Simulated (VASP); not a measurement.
# ScCu (Pm-3m) in VASP: notebook

Runs on ScCu. Level: LDA. Tasks: single point.

Everything below comes from runs of VASP 6.6.1. Logs are shortened: lines on timing, memory, paths and dates and some standing lists are left out, and cuts for length are marked.

## (1) The cell of the first run

Symmetry: Pm-3m, No. 221, cubic system. Conventional cell: a = 3.299 Å, b = 3.299 Å, c = 3.299 Å, α = 90.00°, β = 90.00°, γ = 90.00°. Sc (site symmetry m-3m) has 8 Cu at 2.86 Å and 6 Sc at 3.30 Å within 3.8 Å. Cu (site symmetry m-3m) has 8 Sc at 2.86 Å and 6 Cu at 3.30 Å within 3.8 Å.

## (2) Single point, LDA (17.95 Å³/atom)

INCAR reads:

```
SYSTEM = ScCu
PREC     = Accurate       ! precision mode
ENCUT    = 520            ! plane-wave cutoff, eV
EDIFF    = 1E-6           ! SCF threshold, eV
ISMEAR   = -1             ! smearing method
SIGMA    = 0.05           ! smearing width, eV
LREAL    = .FALSE.        ! projectors in reciprocal space
LASPH    = .TRUE.         ! aspherical terms in the spheres
NELM     = 100            ! most SCF steps
ALGO     = Normal         ! electronic algorithm
ISIF     = 2              ! what is computed and relaxed
LWAVE    = .FALSE.        ! write WAVECAR
LCHARG   = .TRUE.         ! write CHGCAR
GGA      = CA             ! functional
LELF     = .TRUE.         ! ELF
LVHAR    = .TRUE.       
NBANDS   = 18             ! bands
```

KPOINTS reads:

```
regular mesh
0
G
  11 11 11
  0 0 0
```

POSCAR reads:

```
ScCu
1.0
    3.2988470188      0.0000000000      0.0000000000
    0.0000000000      3.2988470188      0.0000000000
    0.0000000000      0.0000000000      3.2988470188
Sc Cu
1 1
Direct
    0.5000000000      0.5000000000      0.5000000000
    0.0000000000      0.0000000000      0.0000000000
```

Potentials or basis: VASP PAW LDA potentials, release 64 (Sc_sv, Cu).

Launch:

```console
cat potpaw_LDA.64/Sc_sv/POTCAR potpaw_LDA.64/Cu/POTCAR > POTCAR
mpirun -np 1 vasp_std > vasp.out
```

OUTCAR:

```text
SYSTEM = ScCu
   PREC = Accurate
   ENCUT = 520
   EDIFF = 1E-6
   ISMEAR = -1
   LREAL = .FALSE.
   LASPH = .TRUE.
   NELM = 100
   ISIF = 2
   GGA = CA

 ion  position               nearest neighbor table
   1  0.500  0.500  0.500-   2 2.86   2 2.86   2 2.86   2 2.86   2 2.86   2 2.86   2 2.86   2 2.86

   2  0.000  0.000  0.000-   1 2.86   1 2.86   1 2.86   1 2.86   1 2.86   1 2.86   1 2.86   1 2.86

  LATTYP: Found a simple cubic cell.
 ALAT       =     3.2988470188

  Lattice vectors:

 A1 = (   3.2988470188,   0.0000000000,   0.0000000000)
 A2 = (   0.0000000000,   3.2988470188,   0.0000000000)
 A3 = (   0.0000000000,   0.0000000000,   3.2988470188)

Analysis of symmetry for initial positions (statically):
=====================================================================
 Subroutine PRICEL returns:
 Original cell was already a primitive cell.

 Routine SETGRP: Setting up the symmetry group for a
 simple cubic supercell.

 Subroutine GETGRP returns: Found 48 space group operations
 (whereof 48 operations were pure point group operations)
 out of a pool of 48 trial point group operations.

The static configuration has the point symmetry O_h .

Analysis of symmetry for dynamics (positions and initial velocities):
=====================================================================
 Subroutine PRICEL returns:
 Original cell was already a primitive cell.

 Routine SETGRP: Setting up the symmetry group for a
 simple cubic supercell.

 Subroutine GETGRP returns: Found 48 space group operations
 (whereof 48 operations were pure point group operations)
 out of a pool of 48 trial point group operations.

The dynamic configuration has the point symmetry O_h .

 Subroutine INISYM returns: Found 48 space group operations
 (whereof 48 operations are pure point group operations),
 and found     1 'primitive' translations

----------------------------------------------------------------------------------------

                                     Primitive cell

  volume of cell :      35.8993

  direct lattice vectors                    reciprocal lattice vectors
     3.298847019  0.000000000  0.000000000     0.303136215  0.000000000  0.000000000
     0.000000000  3.298847019  0.000000000     0.000000000  0.303136215  0.000000000
     0.000000000  0.000000000  3.298847019     0.000000000  0.000000000  0.303136215

  length of vectors
     3.298847019  3.298847019  3.298847019     0.303136215  0.303136215  0.303136215

  position of ions in fractional coordinates (direct lattice)
     0.500000000  0.500000000  0.500000000
     0.000000000  0.000000000  0.000000000

  ion indices of the primitive-cell ions
   primitive index   ion index
                 1           1
                 2           2

----------------------------------------------------------------------------------------

 KPOINTS: regular mesh

Automatic generation of k-mesh.
 Grid dimensions read from file:
 generate k-points for:   11   11   11

 Generating k-lattice:

  Cartesian coordinates                     Fractional coordinates (reciprocal lattice)
     0.027557838  0.000000000  0.000000000     0.090909091  0.000000000  0.000000000
     0.000000000  0.027557838  0.000000000     0.000000000  0.090909091  0.000000000
     0.000000000  0.000000000  0.027557838     0.000000000  0.000000000  0.090909091

  Length of vectors
     0.027557838  0.027557838  0.027557838

  Shift w.r.t. Gamma in fractional coordinates (k-lattice)
     0.000000000  0.000000000  0.000000000

 Subroutine IBZKPT returns following result:
 ===========================================

 Found     56 irreducible k-points:

 Following reciprocal coordinates:
            Coordinates               Weight
  0.000000  0.000000  0.000000      1.000000
  0.090909  0.000000  0.000000      6.000000
  0.181818  0.000000  0.000000      6.000000
  0.272727  0.000000  0.000000      6.000000
  0.363636  0.000000  0.000000      6.000000
  0.454545  0.000000  0.000000      6.000000
[... 16 lines left out ...]
  0.181818  0.090909  0.090909     24.000000
  0.272727  0.090909  0.090909     24.000000
 [... further k-points ...]
   k-points           NKPTS =     56   k-points in BZ     NKDIM =     56   number of bands    NBANDS=     18
   number of dos      NEDOS =    301   number of ions     NIONS =      2
   total plane-waves  NPLWV =  21952
   dimension x,y,z NGX =    28 NGY =   28 NGZ =   28
   dimension x,y,z NGXF=    56 NGYF=   56 NGZF=   56
   ions per type =               1   1
   NGX,Y,Z   is equivalent  to a cutoff of  14.11, 14.11, 14.11 a.u.
   NGXF,Y,Z  is equivalent  to a cutoff of  28.22, 28.22, 28.22 a.u.
 SYSTEM =  ScCu
   PREC   = accura    normal or accurate (medium, high low for compatibility)
   ISTART =      0    job   : 0-new  1-cont  2-samecut
   ICHARG =      2    charge: 1-file 2-atom 10-const
   ISPIN  =      1    spin polarized calculation?
   LNONCOLLINEAR =      F non collinear calculations
   LSORBIT =      F    spin-orbit coupling
   LASPH  =      T    aspherical Exc in radial PAW
   ENCUT  =  520.0 eV  38.22 Ry    6.18 a.u.   6.13  6.13  6.13*2*pi/ulx,y,z
   NELM   =    100;   NELMIN=  2; NELMDL= -5     # of ELM steps
   EDIFF  = 0.1E-05   stopping-criterion for ELM
   LREAL  =      F    real-space projection
   EDIFFG = 0.1E-04   stopping-criterion for IOM
   NSW    =      0    number of steps for IOM
   IBRION =     -1    ionic relax: 0-MD 1-quasi-New 2-CG
   NFREE  =      0    steps in history (QN), initial steepest desc. (CG)
   ISIF   =      2    stress and relaxation
   ISYM   =      2    0-nonsym 1-usesym 2-fastsym
   POTIM  = 0.5000    time-step for ionic-motion
   TEBEG  =    0.0;   TEEND  =   0.0 temperature during run
   PSTRESS=    0.0 pullay stress
   NELECT =      22.0000    total number of electrons
   NUPDOWN=      -1.0000    fix difference up-down
   EMIN   =  10.00;   EMAX   =-10.00  energy-range for DOS
   EFERMI =   0.00;   METHOD = LEGACY
   ISMEAR =    -1;   SIGMA  =   0.05  broadening in eV -4-tet -1-fermi 0-gaus
   EFERMI_NEDOS =   21; number of points for ismear=-14 and -15
   IALGO  =     38    algorithm
   IMIX   =      4    mixing-type and parameters
     AMIX     =   0.40;   BMIX     =  1.00
     AMIX_MAG =   1.60;   BMIX_MAG =  1.00
  volume/ion in A,a.u.               =      17.95       121.13
  Fermi-wavevector in a.u.,A,eV,Ry     =   1.390551  2.627760 26.308657  1.933632
  Thomas-Fermi vector in A             =   2.514475
   LORBIT       =      0    0 simple, 1 ext, 2 COOP (PROOUT), +10 PAW based schemes
   GGA     = CA    functional components
   LHFCALC =     F    Hartree Fock is set to
   AEXX    =    0.0000 exact exchange contribution
   IVDW    =     0    specifies the selected vdW correction
   LEPSILON=     F    determine dielectric tensor
   LRPA    =     F    only Hartree local field effects (RPA)
 non-spin polarized calculation
  energy-cutoff  :      520.00
  volume of cell :       35.90
 maximum number of plane-waves:       983
 NGX is ok and might be reduce to    28
   NGX = 13   NGY = 13   NGZ = 13

 number of electron      21.9999998 magnetization

 Free energy of the ion-electron system (eV)
  ---------------------------------------------------
  ext. energy  EPLUGINS =         0.00000000
  ---------------------------------------------------
  free energy    TOTEN  =       -11.83295853 eV

  energy without entropy =      -11.81759404  energy(sigma->0) =      -11.82527628

 E-fermi :   4.9418     XC(G=0): -11.2392

 val. band max:        4.9402917022   @ k =   0.2727   0.1818   0.0000
 cond. band min:       4.9631368077   @ k =   0.4545   0.4545   0.0909
 fundamental gap:      0.0228451055
 Fermi energy:         4.9418421005

 k-point     1 :       0.0000    0.0000    0.0000
  band No.  band energies     occupation
      1     -44.2537      2.00000
      2     -23.1151      2.00000
      3     -23.1151      2.00000
      4     -23.1151      2.00000
      5      -1.9354      2.00000
      6       1.2367      2.00000
[... 10 lines left out ...]
     17      11.5244      0.00000
     18      11.5244      0.00000

 k-point     2 :       0.0909    0.0000    0.0000
  band No.  band energies     occupation
      1     -44.2522      2.00000
      2     -23.1320      2.00000
      3     -23.1138      2.00000
      4     -23.1138      2.00000
      5      -1.8049      2.00000
      6       1.2641      2.00000
[... 10 lines left out ...]
     17      11.8563      0.00000
     18      11.8563      0.00000

 k-point     3 :       0.1818    0.0000    0.0000
  band No.  band energies     occupation
      1     -44.2481      2.00000
      2     -23.1769      2.00000
      3     -23.1101      2.00000
      4     -23.1101      2.00000
      5      -1.4223      2.00000
      6       1.3393      2.00000
[... 10 lines left out ...]
     17      12.6858      0.00000
     18      12.6858      0.00000

 k-point     4 :       0.2727    0.0000    0.0000
  band No.  band energies     occupation
      1     -44.2428      2.00000
      2     -23.2351      2.00000
      3     -23.1053      2.00000
      4     -23.1053      2.00000
      5      -0.8165      2.00000
      6       1.4421      2.00000
[... 10 lines left out ...]
     17      13.7926      0.00000
     18      13.7926      0.00000

 k-point     5 :       0.3636    0.0000    0.0000
  band No.  band energies     occupation
      1     -44.2378      2.00000
      2     -23.2881      2.00000
      3     -23.1008      2.00000
      4     -23.1008      2.00000
      5      -0.0540      2.00000
      6       1.5414      2.00000
[... 10 lines left out ...]
     17      15.0648      0.00000
     18      15.0648      0.00000

 k-point     6 :       0.4545    0.0000    0.0000
  band No.  band energies     occupation
      1     -44.2349      2.00000
      2     -23.3193      2.00000
      3     -23.0982      2.00000
      4     -23.0982      2.00000
      5       0.6442      2.00000
      6       1.6029      2.00000
[... 307 lines left out ...]
 k-point    21 :       0.4545    0.4545    0.0000
  band No.  band energies     occupation
      1     -44.2170      2.00000
      2     -23.2900      2.00000
      3     -23.2894      2.00000
      4     -23.0799      2.00000
      5       0.9150      2.00000
      6       1.1453      2.00000
[... 10 lines left out ...]
     17      11.1933      0.00000
     18      11.8434      0.00000

 k-point    22 :       0.0909    0.0909    0.0909
  band No.  band energies     occupation
      1     -44.2492      2.00000
      2     -23.1311      2.00000
      3     -23.1280      2.00000
      4     -23.1280      2.00000
      5      -1.5496      2.00000
      6       1.3262      2.00000
[... 10 lines left out ...]
     17      11.4613      0.00000
     18      11.5766      0.00000

 k-point    23 :       0.1818    0.0909    0.0909
  band No.  band energies     occupation
      1     -44.2451      2.00000
      2     -23.1736      2.00000
      3     -23.1259      2.00000
      4     -23.1242      2.00000
      5      -1.1791      2.00000
      6       1.3915      2.00000
[... 10 lines left out ...]
     17      12.1596      0.00000
     18      12.2278      0.00000

 k-point    24 :       0.2727    0.0909    0.0909
  band No.  band energies     occupation
      1     -44.2398      2.00000
      2     -23.2312      2.00000
      3     -23.1206      2.00000
      4     -23.1192      2.00000
      5      -0.5965      2.00000
      6       1.4807      2.00000
[... 10 lines left out ...]
     17      12.9834      0.00000
     18      13.1851      0.00000

 [... further k-points ...]
[... 5 lines left out ...]
  --------------------------------------------------------------------------------------
  -------------------------------------------------------------------------------------
  Total       -2.1563646     -2.1563646     -2.1563646     -0.0000000     -0.0000000     -0.0000000
  in kB      -96.2379243    -96.2379243    -96.2379243     -0.0000000     -0.0000000     -0.0000000
  external PRESSURE =     -96.2379243 kB  Pullay stress =       0.0000000 kB

 VOLUME and BASIS-vectors are now :
 -----------------------------------------------------------------------------
  energy-cutoff  :      520.00
  volume of cell :       35.90
      direct lattice vectors                 reciprocal lattice vectors
     3.298847019  0.000000000  0.000000000     0.303136215  0.000000000  0.000000000
     0.000000000  3.298847019  0.000000000     0.000000000  0.303136215  0.000000000
     0.000000000  0.000000000  3.298847019     0.000000000  0.000000000  0.303136215

 POSITION                                       TOTAL-FORCE (eV/Angst)
 -----------------------------------------------------------------------------------
      1.64942      1.64942      1.64942         0.000000      0.000000      0.000000
      0.00000      0.00000      0.00000         0.000000      0.000000      0.000000
 -----------------------------------------------------------------------------------
    total drift:                               -0.000000      0.000000      0.000000

  FREE ENERGIE OF THE ION-ELECTRON SYSTEM (eV)
  ---------------------------------------------------
  free  energy   TOTEN  =       -11.8329585274 eV

  energy  without entropy=      -11.8175940382  energy(sigma->0) =      -11.82527628
```

It took 56 s on 1 thread of Intel Xeon 8259CL, shared host; peak memory 0.17 GiB.

Results:

```
Free energy            : -11.8330 eV
Pressure               : -9.6 GPa
Band gap on the k mesh : zero (bands 11 and 12 overlap by 1.72 eV)
```

Caveat: the cell stands under tension.

## (3) Single point, LDA (18.29 Å³/atom)

This run uses another cell than the first one, of 18.29 Å³/atom.

INCAR reads:

```
SYSTEM = ScCu
PREC = Accurate ; ENCUT = 520
EDIFF = 1E-6 ; ISMEAR = -1
SIGMA = 0.05 ; LREAL = .FALSE.
LASPH = .TRUE. ; NELM = 60
ALGO = Normal ; ISIF = 2
LWAVE = .FALSE. ; LCHARG = .FALSE.
GGA = CA ; NBANDS = 18
```

KPOINTS reads:

```
Automatic mesh
0
G
  11 11 11
  0 0 0
```

POSCAR reads:

```
ScCu
1.0
    3.3198593498      0.0000000000      0.0000000000
    0.0000000000      3.3198593498      0.0000000000
    0.0000000000      0.0000000000      3.3198593498
Sc Cu
1 1
Direct
    0.5000000000      0.5000000000      0.5000000000
    0.0000000000      0.0000000000      0.0000000000
```

Potentials or basis: VASP PAW LDA potentials, release 64 (Sc_sv, Cu).

Launch:

```console
cat potpaw_LDA.64/Sc_sv/POTCAR potpaw_LDA.64/Cu/POTCAR > POTCAR
mpirun -np 1 vasp_std > vasp.out
```

It took 54 s on 1 thread of Intel Xeon 8259CL, shared host; peak memory 0.17 GiB.

The run converged. Its results:

```yaml
Free_energy: -11.7885 eV
Pressure: -10.7 GPa
Band_gap_on_the_k_mesh: zero (bands 11 and 12 overlap by 1.67 eV)
```

Levels at points of the mesh, in eV from the Fermi level:
```tsv
k point	band 9	band 10	band 11	band 12	band 13	band 14
(0.00, 0.00, 0.00)	-2.90	-2.90	0.46	0.46	2.91	2.91
```

Caveat: the cell stands under tension.

The gap in the log of VASP goes by the Fermi energy; the results here count the filled bands.